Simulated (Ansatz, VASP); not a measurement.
Two plane-wave programs on BAs

```
B As
1.0
     0.00000    2.36462    2.38850
     2.36462    0.00000    2.38850
     2.36462    2.36462    0.00000
B As
1 1
Direct
  0.00000 0.00000 0.00000
  0.75000 0.75000 0.75000
```

Change from the starting cell: equal xx and yy strain of -1 %, PAW files.

Alike in both runs: task electric field gradients; functional LDA; k mesh 13 × 13 × 13; occupations fermi-dirac, width 0.05 eV; no spin polarisation.

|  | VASP | Ansatz |
| --- | --- | --- |
| version | VASP 6.6.1 | Ansatz 0.2.0 |
| potentials or method | VASP PAW LDA potentials, release 64 (B, As) | PAW with Ansatz's default frozen-core files, scalar-relativistic |
| plane-wave cutoff (eV) | 520 | 420 |
| valence electrons in the cell | 8 | 18 |

```csv
,VASP,Ansatz,Ansatz less VASP
pressure (GPa),-0.3,-1.2,-0.92
"traceless stress, the component that is largest in VASP (GPa)",-1.44,-1.44,-0.008
size of Vzz on the site where it differs most (V/Å²),1.3,1.2,-0.10
```

LDA's correlation is that of Perdew and Zunger in VASP and of Perdew and Wang (1992) in Ansatz. VASP's potentials hold 8 valence electrons a cell and Ansatz's 18, so a difference there can come from the potentials and not from the codes.
